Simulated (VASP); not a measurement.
# WSe2 in VASP: further runs, part 2 of 3

VASP 6.6.1. Earlier steps stand in the parts before.

### Step 3. Single point, PBE+D3(BJ)

INCAR

```
SYSTEM = WSe2
  PREC = Accurate
  ENCUT = 520
  EDIFF = 1E-7
  ISMEAR = 0
  SIGMA = 0.05
  LREAL = .FALSE.
  LASPH = .TRUE.
  NELM = 60
  ALGO = Normal
  ISIF = 2
  LWAVE = .FALSE.
  LCHARG = .FALSE.
  LDIPOL = .TRUE.
  IDIPOL = 3
  DIPOL = 0.5 0.5 0.420
  GGA = PE
  IVDW = 12
  NBANDS = 35
```

KPOINTS

```
regular mesh
0
G
  9 9 1
  0 0 0
```

POSCAR

```
WSe2
1.0
    3.2854929709      0.0000000000      0.0000000000
   -1.6427464855      2.8453203767      0.0000000000
    0.0000000000      0.0000000000     24.2386466774
Se W
4 2
Direct
    0.3333333333      0.6666666667      0.1856539294
    0.3333333333      0.6666666667      0.3246601777
    1.0000000000      0.0000000000      0.5148523144
    1.0000000000      0.0000000000      0.6538585627
    0.6666666667      0.3333333333      0.2551570536
    1.3333333333     -0.3333333333      0.5843554385
```

Potentials or basis: VASP PAW PBE potentials, release 64 (Se, W_sv).

Started as:

```console
cat potpaw_PBE.64/Se/POTCAR potpaw_PBE.64/W_sv/POTCAR > POTCAR
mpirun -np 1 vasp_std > vasp.out
```

OUTCAR:

```text
SYSTEM = WSe2
   PREC = Accurate
   ENCUT = 520
   EDIFF = 1E-7
   ISMEAR = 0
   LREAL = .FALSE.
   LASPH = .TRUE.
   NELM = 60
   ISIF = 2
   GGA = PE
   IVDW = 12
 IVDW          = 12

 ion  position               nearest neighbor table
   1  0.333  0.667  0.186-   5 2.54   5 2.54   5 2.54
   2  0.333  0.667  0.325-   5 2.54   5 2.54   5 2.54
   3  0.000  0.000  0.515-   6 2.54   6 2.54   6 2.54
   4  0.000  0.000  0.654-   6 2.54   6 2.54   6 2.54
   5  0.667  0.333  0.255-   2 2.54   2 2.54   2 2.54   1 2.54   1 2.54   1 2.54
   6  0.333  0.667  0.584-   3 2.54   3 2.54   3 2.54   4 2.54   4 2.54   4 2.54

  LATTYP: Found a hexagonal cell.
 ALAT       =     3.2854929709
 C/A-ratio  =     7.3774763459

  Lattice vectors:

 A1 = (   3.2854929709,   0.0000000000,   0.0000000000)
 A2 = (  -1.6427464855,   2.8453203767,   0.0000000000)
 A3 = (   0.0000000000,   0.0000000000,  24.2386466774)

Analysis of symmetry for initial positions (statically):
=====================================================================
 Subroutine PRICEL returns:
 Original cell was already a primitive cell.

 Routine SETGRP: Setting up the symmetry group for a
 hexagonal supercell.

 Subroutine GETGRP returns: Found  6 space group operations
 (whereof  6 operations were pure point group operations)
 out of a pool of 24 trial point group operations.

The static configuration has the point symmetry C_3v.

Analysis of symmetry for dynamics (positions and initial velocities):
=====================================================================
 Subroutine PRICEL returns:
 Original cell was already a primitive cell.

 Routine SETGRP: Setting up the symmetry group for a
 hexagonal supercell.

 Subroutine GETGRP returns: Found  6 space group operations
 (whereof  6 operations were pure point group operations)
 out of a pool of 24 trial point group operations.

The dynamic configuration has the point symmetry C_3v.

 Subroutine INISYM returns: Found  6 space group operations
[... 121 lines left out ...]
   LEPSILON=     F    determine dielectric tensor
   LRPA    =     F    only Hartree local field effects (RPA)
 non-spin polarized calculation
 Gauss-broadening in eV      SIGMA  =   0.05
  energy-cutoff  :      520.00
  volume of cell :      226.59
 maximum number of plane-waves:      6144
   NGX = 13   NGY = 13   NGZ = 91

 dipolmoment           0.000000      0.000000      0.000011 electrons x Angstroem

 number of electron      51.9999993 magnetization

 dipolmoment           0.000000      0.000000     -0.000038 electrons x Angstroem

 Free energy of the ion-electron system (eV)
  ---------------------------------------------------
  ext. energy  EPLUGINS =         0.00000000
  ---------------------------------------------------
  free energy    TOTEN  =       -43.22667871 eV

  energy without entropy =      -43.22667871  energy(sigma->0) =      -43.22667871

 E-fermi :   1.2052     XC(G=0):  -6.3765

 val. band max:        0.8580242835   @ k =   0.3333   0.3333   0.0000
 cond. band min:       2.5124621465   @ k =   0.2222   0.1111   0.0000
 fundamental gap:      1.6544378630
 Fermi energy:         1.2051747877

 k-point     1 :       0.0000    0.0000    0.0000
  band No.  band energies     occupation
      1     -73.1822      2.00000
      2     -73.1815      2.00000
      3     -37.4274      2.00000
      4     -37.4267      2.00000
      5     -37.2937      2.00000
      6     -37.2937      2.00000
[... 445 lines left out ...]
     34       5.8517      0.00000
     35       6.5797      0.00000

------------------------ aborting loop because EDIFF is reached ----------------------------------------

 vacuum level on the upper side and lower side of the slab       (xc-potential included)        -0.109        -0.106

 Edisp (eV)   -2.16922

 E8    (eV) :    -1.0013

  FORCE on cell =-STRESS in cart. coord.  units (eV):
  Direction    XX          YY          ZZ          XY          YZ          ZX
  --------------------------------------------------------------------------------------
  -------------------------------------------------------------------------------------
  Total       0.06730     0.06730    -0.28749    -0.00000     0.00000     0.00000
  in kB       0.47587     0.47587    -2.03281    -0.00000     0.00000     0.00000
  external pressure =       -0.36 kB  Pullay stress =        0.00 kB

 VOLUME and BASIS-vectors are now :
 -----------------------------------------------------------------------------
  energy-cutoff  :      520.00
  volume of cell :      226.59
      direct lattice vectors                 reciprocal lattice vectors
     3.285492971  0.000000000  0.000000000     0.304368327  0.175727136  0.000000000
    -1.642746486  2.845320377  0.000000000     0.000000000  0.351454271  0.000000000
     0.000000000  0.000000000 24.238646677     0.000000000  0.000000000  0.041256429

 POSITION                                       TOTAL-FORCE (eV/Angst)
 -----------------------------------------------------------------------------------
     -0.00000      1.89688      4.50000         0.000000     -0.000000     -0.043291
     -0.00000      1.89688      7.86932        -0.000000     -0.000000      0.114600
      0.00000      0.00000     12.47932        -0.000000     -0.000000     -0.114852
      0.00000      0.00000     15.84865         0.000000     -0.000000      0.043030
      1.64275      0.94844      6.18466        -0.000000      0.000000      0.023790
     -0.00000      1.89688     14.16399         0.000000     -0.000000     -0.023276
 -----------------------------------------------------------------------------------
    total drift:                               -0.000000      0.000000      0.000192

  FREE ENERGIE OF THE ION-ELECTRON SYSTEM (eV)
  ---------------------------------------------------
  free  energy   TOTEN  =       -45.3959014998 eV

  energy  without entropy=      -45.3959014998  energy(sigma->0) =      -45.39590150

 vacuum level on the upper side and lower side of the slab         5.818         5.821
```

OSZICAR:

```text
N       E                     dE             d eps       ncg     rms          rms(c)
DAV:   1     0.460212059810E+03    0.46021E+03   -0.27287E+04  1000   0.130E+03
DAV:   2    -0.130184174029E+02   -0.47323E+03   -0.45824E+03  1052   0.325E+02
DAV:   3    -0.442514094655E+02   -0.31233E+02   -0.30814E+02  1053   0.799E+01
[... 15 lines left out ...]
DAV:  19    -0.432266660005E+02   -0.21063E-04   -0.61161E-07   852   0.209E-03    0.235E-03
DAV:  20    -0.432266767764E+02   -0.10776E-04   -0.43365E-07   804   0.190E-03    0.526E-04
DAV:  21    -0.432266780912E+02   -0.13148E-05   -0.35292E-08   704   0.577E-04    0.446E-04
DAV:  22    -0.432266786558E+02   -0.56466E-06   -0.22920E-08   604   0.421E-04    0.357E-04
DAV:  23    -0.432266787077E+02   -0.51924E-07   -0.45831E-09   616   0.234E-04
   1 F= -.45395901E+02 E0= -.45395901E+02  d E =-.145460E-23
```

stdout:

```text
POSCAR found type information on POSCAR SeW
 POSCAR found :  2 types and       6 ions
 scaLAPACK will be used
 LDA part: xc-table for (Slater+PW92), standard interpolation
 POSCAR, INCAR and KPOINTS ok, starting setup
 FFT: planning ... GRIDC
 FFT: planning ... GRID_SOFT
 FFT: planning ... GRID
 WAVECAR not read
 entering main loop
```

Run time: 66 s. Hardware: 1 thread of Intel Xeon 6975P-C (Granite Rapids), shared host; peak memory 0.35 GiB.

Results:

```
Free energy                : -45.3959 eV
Largest force              : 0.115 eV/Å
Band gap on the k mesh     : 1.65 eV, indirect (least direct gap 1.67 eV)
Dispersion energy per atom : -0.362 eV
```

Forces in eV/Å, atoms in the order of the input:
```
Se   0.000  0.000 -0.043
Se   0.000  0.000  0.115
Se   0.000  0.000 -0.115
Se   0.000  0.000  0.043
W    0.000  0.000  0.024
W    0.000  0.000 -0.023
```

Caveat: spin-orbit coupling is left out, which moves the levels of the heavy elements.

### Step 4. Single point, PBE+D3(BJ)

INCAR

```
PREC = Accurate
ENCUT = 520
EDIFF = 1E-6
ISMEAR = 0
SIGMA = 0.05
LREAL = F
LASPH = T
NELM = 60
ALGO = Normal
ISIF = 2
LWAVE = F
LCHARG = F
LDIPOL = T
IDIPOL = 3
DIPOL = 0.5 0.5 0.388
GGA = PE
IVDW = 12
NBANDS = 35
```

KPOINTS

```
regular mesh
0
Gamma
  9 9 1
```

POSCAR

```
WSe2
1.0
    3.2854929709      0.0000000000      0.0000000000
   -1.6427464855      2.8453203767      0.0000000000
    0.0000000000      0.0000000000     24.2386466774
Se W
4 2
Direct
    0.3333333333      0.6666666667      0.1856539294
    0.3333333333      0.6666666667      0.3246601777
    1.0000000000      0.0000000000      0.4517299783
    1.0000000000      0.0000000000      0.5907362267
    0.6666666667      0.3333333333      0.2551570536
    1.3333333333     -0.3333333333      0.5212331025
```

Potentials or basis: VASP PAW PBE potentials, release 64 (Se, W_sv).

Started as:

```console
cat potpaw_PBE.64/Se/POTCAR potpaw_PBE.64/W_sv/POTCAR > POTCAR
mpirun -np 1 vasp_std > vasp.out
```

OUTCAR:

```text
PREC = Accurate
   ENCUT = 520
   EDIFF = 1E-6
   ISMEAR = 0
   LREAL = F
   LASPH = T
   NELM = 60
   ISIF = 2
   GGA = PE
   IVDW = 12
 IVDW          = 12

 ion  position               nearest neighbor table
   1  0.333  0.667  0.186-   5 2.54   5 2.54   5 2.54
   2  0.333  0.667  0.325-   5 2.54   5 2.54   5 2.54
   3  0.000  0.000  0.452-   6 2.54   6 2.54   6 2.54
   4  0.000  0.000  0.591-   6 2.54   6 2.54   6 2.54
   5  0.667  0.333  0.255-   2 2.54   2 2.54   2 2.54   1 2.54   1 2.54   1 2.54
   6  0.333  0.667  0.521-   3 2.54   4 2.54   3 2.54   4 2.54   3 2.54   4 2.54

  LATTYP: Found a hexagonal cell.
 ALAT       =     3.2854929709
 C/A-ratio  =     7.3774763459

  Lattice vectors:

 A1 = (   3.2854929709,   0.0000000000,   0.0000000000)
 A2 = (  -1.6427464855,   2.8453203767,   0.0000000000)
 A3 = (   0.0000000000,   0.0000000000,  24.2386466774)

Analysis of symmetry for initial positions (statically):
=====================================================================
 Subroutine PRICEL returns:
 Original cell was already a primitive cell.

 Routine SETGRP: Setting up the symmetry group for a
 hexagonal supercell.

 Subroutine GETGRP returns: Found  6 space group operations
 (whereof  6 operations were pure point group operations)
 out of a pool of 24 trial point group operations.

The static configuration has the point symmetry C_3v.

Analysis of symmetry for dynamics (positions and initial velocities):
=====================================================================
 Subroutine PRICEL returns:
 Original cell was already a primitive cell.

 Routine SETGRP: Setting up the symmetry group for a
 hexagonal supercell.

 Subroutine GETGRP returns: Found  6 space group operations
 (whereof  6 operations were pure point group operations)
 out of a pool of 24 trial point group operations.

The dynamic configuration has the point symmetry C_3v.

[... 118 lines left out ...]
   GGA     = PE    functional components
   LHFCALC =     F    Hartree Fock is set to
   AEXX    =    0.0000 exact exchange contribution
   IVDW    =    12    specifies the selected vdW correction
   LEPSILON=     F    determine dielectric tensor
   LRPA    =     F    only Hartree local field effects (RPA)
 non-spin polarized calculation
 Gauss-broadening in eV      SIGMA  =   0.05
  energy-cutoff  :      520.00
  volume of cell :      226.59
 maximum number of plane-waves:      6144
   NGX = 13   NGY = 13   NGZ = 91

 number of electron      51.9999992 magnetization

 dipolmoment           0.000000      0.000000     -0.003381 electrons x Angstroem

 Free energy of the ion-electron system (eV)
  ---------------------------------------------------
  ext. energy  EPLUGINS =         0.00000000
  ---------------------------------------------------
  free energy    TOTEN  =       -43.16285251 eV

  energy without entropy =      -43.16285251  energy(sigma->0) =      -43.16285251

 E-fermi :   1.3348     XC(G=0):  -6.2019

 val. band max:        0.9824457255   @ k =   0.0000   0.0000   0.0000
 cond. band min:       2.4030202577   @ k =   0.2222   0.1111   0.0000
 fundamental gap:      1.4205745322
 Fermi energy:         1.3347702077

 k-point     1 :       0.0000    0.0000    0.0000
  band No.  band energies     occupation
      1     -73.2097      2.00000
      2     -73.1483      2.00000
      3     -37.4570      2.00000
      4     -37.3947      2.00000
      5     -37.3213      2.00000
      6     -37.3213      2.00000
[... 445 lines left out ...]
     34       5.8139      0.00000
     35       6.4170      0.00000

------------------------ aborting loop because EDIFF is reached ----------------------------------------

 vacuum level on the upper side and lower side of the slab       (xc-potential included)        -0.174        -0.110

 Edisp (eV)   -2.40936

 E8    (eV) :    -1.1076

  FORCE on cell =-STRESS in cart. coord.  units (eV):
  Direction    XX          YY          ZZ          XY          YZ          ZX
  --------------------------------------------------------------------------------------
  -------------------------------------------------------------------------------------
  Total       0.06476     0.06476     0.00872    -0.00000     0.00000     0.00000
  in kB       0.45793     0.45793     0.06163    -0.00000     0.00000     0.00000
  external pressure =        0.33 kB  Pullay stress =        0.00 kB

 VOLUME and BASIS-vectors are now :
 -----------------------------------------------------------------------------
  energy-cutoff  :      520.00
  volume of cell :      226.59
      direct lattice vectors                 reciprocal lattice vectors
     3.285492971  0.000000000  0.000000000     0.304368327  0.175727136  0.000000000
    -1.642746486  2.845320377  0.000000000     0.000000000  0.351454271  0.000000000
     0.000000000  0.000000000 24.238646677     0.000000000  0.000000000  0.041256429

 POSITION                                       TOTAL-FORCE (eV/Angst)
 -----------------------------------------------------------------------------------
     -0.00000      1.89688      4.50000         0.000000     -0.000000     -0.040161
     -0.00000      1.89688      7.86932        -0.000000     -0.000000      0.014927
      0.00000      0.00000     10.94932         0.000000      0.000000     -0.037865
      0.00000      0.00000     14.31865        -0.000000      0.000000      0.029754
      1.64275      0.94844      6.18466        -0.000000      0.000000      0.048568
     -0.00000      1.89688     12.63399        -0.000000      0.000000     -0.015223
 -----------------------------------------------------------------------------------
    total drift:                               -0.000000     -0.000000     -0.000784

  FREE ENERGIE OF THE ION-ELECTRON SYSTEM (eV)
  ---------------------------------------------------
  free  energy   TOTEN  =       -45.5722158395 eV

  energy  without entropy=      -45.5722158395  energy(sigma->0) =      -45.57221584

 vacuum level on the upper side and lower side of the slab         5.766         5.832
```

OSZICAR:

```text
N       E                     dE             d eps       ncg     rms          rms(c)
DAV:   1     0.468723786670E+03    0.46872E+03   -0.27230E+04   984   0.130E+03
DAV:   2    -0.128359420955E+02   -0.48156E+03   -0.46634E+03  1049   0.327E+02
DAV:   3    -0.441598066639E+02   -0.31324E+02   -0.30931E+02  1064   0.811E+01
[... 15 lines left out ...]
DAV:  19    -0.431628246665E+02   -0.34396E-04   -0.13635E-06   725   0.285E-03    0.176E-03
DAV:  20    -0.431628442022E+02   -0.19536E-04   -0.11998E-06   746   0.216E-03    0.121E-03
DAV:  21    -0.431628500174E+02   -0.58151E-05   -0.26970E-07   722   0.105E-03    0.601E-04
DAV:  22    -0.431628517904E+02   -0.17730E-05   -0.90653E-08   609   0.549E-04    0.136E-04
DAV:  23    -0.431628525068E+02   -0.71639E-06   -0.41579E-08   564   0.337E-04
   1 F= -.45572216E+02 E0= -.45572216E+02  d E =-.950340E-25
```

stdout:

```text
POSCAR found type information on POSCAR SeW
 POSCAR found :  2 types and       6 ions
 scaLAPACK will be used
 LDA part: xc-table for (Slater+PW92), standard interpolation
 POSCAR, INCAR and KPOINTS ok, starting setup
 FFT: planning ... GRIDC
 FFT: planning ... GRID_SOFT
 FFT: planning ... GRID
 WAVECAR not read
 entering main loop
```

Wall time 67 s (1 thread of Intel Xeon 6975P-C (Granite Rapids), shared host); peak memory 0.35 GiB.

What came out:

- Free energy: -45.5722 eV
- Largest force: 0.049 eV/Å
- Band gap on the k mesh: 1.42 eV, indirect (least direct gap 1.60 eV)
- Dispersion energy per atom: -0.402 eV

Forces in eV/Å, atoms in the order of the input:
```
Se   0.000  0.000 -0.040
Se   0.000  0.000  0.015
Se   0.000  0.000 -0.038
Se   0.000  0.000  0.030
W    0.000  0.000  0.049
W    0.000  0.000 -0.015
```

Levels at points of the mesh, in eV from the valence-band top:
| k point | band 22 | band 23 | band 24 | band 25 | band 26 | band 27 | band 28 | band 29 | band 30 | band 31 |
| --- | --- | --- | --- | --- | --- | --- | --- | --- | --- | --- |
| (0.00, 0.00, 0.00) | -1.33 | -1.27 | -1.27 | -0.72 | 0.00 | 2.79 | 2.79 | 2.88 | 2.88 | 2.98 |

Caveat: spin-orbit coupling is left out, which moves the levels of the heavy elements.

[end of part 2 of 3]
